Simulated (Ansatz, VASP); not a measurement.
One calculation of AlNi3, two programs

File INCAR:

```
  PREC = Accurate
  ENCUT = 520
  EDIFF = 1E-7
  ISMEAR = -1
  SIGMA = 0.05
  LREAL = F
  LASPH = T
  NELM = 150
  ALGO = Fast
  ISIF = 2
  LWAVE = F
  LCHARG = F
  ISPIN = 2
  MAGMOM = 1 1 1 0
  LORBIT = 11
  LMAXMIX = 4
  GGA = PS
  NBANDS = 28
```

File KPOINTS:

```
Automatic mesh
0
Gamma
  8 8 8
```

POSCAR

```
AlNi3
1.0
    3.5463868949      0.0000000000      0.0000000000
    0.0000000000      3.5463868949      0.0000000000
    0.0000000000      0.0000000000      3.5463868949
Ni Al
3 1
Direct
    0.5000000000      0.5000000000      0.0000000000
    0.5000000000      0.0000000000      0.5000000000
    0.0000000000      0.5000000000      0.5000000000
    0.0000000000      0.0000000000      0.0000000000
```

Contents of input.yaml:

```yaml
crystal:
  lattice:
    - [3.5463868949, 0.0, 0.0]
    - [0.0, 3.5463868949, 0.0]
    - [0.0, 0.0, 3.5463868949]
  atoms:
    - { symbol: Ni, position: [0.5, 0.5, 0.0], spin: 1.0 }
    - { symbol: Ni, position: [0.5, 0.0, 0.5], spin: 1.0 }
    - { symbol: Ni, position: [0.0, 0.5, 0.5], spin: 1.0 }
    - { symbol: Al, position: [0.0, 0.0, 0.0] }
hamiltonian:
  xc: pbesol
  pseudopotentials: { kind: paw }
magnetization:
  spin_polarized: true
kpoints:
  mp_grid: { grid: [8, 8, 8] }
scf:
  occupations: { method: fermi_dirac, width: 0.05 }
output:
  forces: true
  stress: true
  eigenvalues: true
```

Alike in both runs: task single point; functional PBEsol; k mesh 8 × 8 × 8; occupations fermi-dirac, width 0.05 eV; collinear spin.

```csv
,VASP,Ansatz
version,VASP 6.6.1,Ansatz 0.2.0
potentials or method,"VASP PAW PBE potentials, release 64 (Ni, Al)",Ansatz PAW
plane-wave cutoff (eV),520,420
valence electrons in the cell,33,57
```

Ansatz gave:

```
gap on the k mesh at the Fermi level (eV)                     : none
pressure (GPa)                                                : -4.4
net moment per atom (μB)                                      : 0.17
size of the moment on the site where the two differ most (μB) : 0.25
```

Question: Which values does VASP return?

Answer: gap on the k mesh at the Fermi level (eV): none; pressure (GPa): -4.3; net moment per atom (μB): 0.16; size of the moment on the site where the two differ most (μB): 0.23.

VASP's potentials were made for PBE, not for PBEsol. Site moments also hang on the region over which each program counts them. A gap of «none» marks a metal or a gap that the smearing closes. The functional is the same, so the differences come from potentials, cutoffs and numerics. VASP's potentials hold 33 valence electrons a cell and Ansatz's 57, so a difference there can come from the potentials and not from the codes.
